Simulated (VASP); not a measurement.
Here is a VASP 6.6.1 calculation.

Contents of INCAR:

```
SYSTEM = PtPb
  PREC = Accurate
  ENCUT = 520
  EDIFF = 1E-8
  ISMEAR = -1
  SIGMA = 0.05
  LREAL = .False.
  LASPH = .True.
  NELM = 80
  ALGO = Normal
  ISIF = 2
  LWAVE = .False.
  LCHARG = .False.
  GGA = CA
  LEFG = .True.
  NBANDS = 32
```

File KPOINTS:

```
regular mesh
0
Gamma
  10 10 7
  0 0 0
```

Contents of POSCAR:

```
PtPb
1.0
    4.2500008807      0.0000000000      0.0000000000
   -2.1250004404      3.6806087288      0.0000000000
    0.0000000000      0.0000000000      5.5651200000
Pt Pb
2 2
Direct
    0.3333333333      0.6666666667      0.2500000000
    0.6666666667      0.3333333333      0.7500000000
    0.0000000000      0.0000000000      0.0000000000
    0.0000000000      0.0000000000      0.5000000000
```

Potentials or basis: VASP PAW LDA potentials, release 64 (Pt, Pb_d).

Launch:

```sh
$ cat potpaw_LDA.64/Pt/POTCAR potpaw_LDA.64/Pb_d/POTCAR > POTCAR
$ mpirun -np 1 vasp_std > vasp.out
```

Predict the pressure.

3.9 GPa.

What does it give for the band gap on the k mesh?

Zero (band 24 reaches 10.52 eV, above the bottom of band 25 at 7.66 eV).

Electric field gradients, principal values (V/Å²):
```
atom    least   middle  greatest (by size)
1 Pt  -30.120  -30.122              60.242
2 Pt  -30.120  -30.122              60.242
3 Pb  -12.414  -12.418              24.832
4 Pb  -12.414  -12.418              24.832
```

Caveat: the cell differs from its parent crystal (zz strain of +2 %); without QUAD_EFG the Cq values of the log hold for a quadrupole moment of 1 mb, not for the nuclei; spin-orbit coupling is left out, which moves the levels of the heavy elements.
